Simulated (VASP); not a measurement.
Here is a VASP 6.6.1 calculation.

The input INCAR:

```
SYSTEM = LuAuC6
ALGO = Normal
EDIFF = 1E-6
EDIFFG = -0.04
ENCUT = 600
GGA = PE
IBRION = 2
ISIF = 3
ISMEAR = 0
LASPH = .TRUE.
LCHARG = .FALSE.
LREAL = .FALSE.
LWAVE = .FALSE.
NELM = 60
NSW = 90
PREC = Accurate
SIGMA = 0.1
```

KPOINTS

```
k-points
0
G
  4 4 2
  0 0 0
```

Contents of POSCAR:

```
LuAuC6
1.0
    4.0862138800      0.0000000000      0.0000000000
    0.0000000000      4.0862138800      0.0000000000
    0.0000000000      0.0000000000      7.9419356200
Lu C Au
1 6 1
Direct
    0.0000000000      0.0000000000      0.5000000000
    0.5000000000      0.5000000000      0.3519619100
    0.5000000000      0.5000000000      0.6480380900
    0.0000000000      0.5000000000      0.1676982600
    0.0000000000      0.5000000000      0.8323017400
    0.5000000000      0.0000000000      0.1676982600
    0.5000000000      0.0000000000      0.8323017400
    0.0000000000      0.0000000000      0.0000000000
```

Potentials or basis: VASP PAW PBE potentials, release 64 (Lu, C, Au).

Command:

```sh
$ cat potpaw_PBE.64/Lu/POTCAR potpaw_PBE.64/C/POTCAR potpaw_PBE.64/Au/POTCAR > POTCAR
$ mpirun -np 1 vasp_std > vasp.out
```

(1) Estimate the band gap on the k mesh.

(2) Predict the relaxed volume.

(3) Predict the space group after relaxing (to 0.1 Å).

(4) What does it give for the relaxed cell?

## Answers

(1) zero (bands 30 and 31 overlap by 2.44 eV).

(2) 9.86 Å³/atom.

(3) P4/mmm (No. 123).

(4) a = 3.630 Å, b = 3.630 Å, c = 5.988 Å, α = 90.00°, β = 90.00°, γ = 90.00°.

Caveat: the k points lie up to 0.52 Å⁻¹ apart in the final cell, too coarse for converged energies and pressures of a metal; the volume moved by over 15 % at a fixed basis, so the end points are rough; spin-orbit coupling is left out, which moves the levels of the heavy elements.
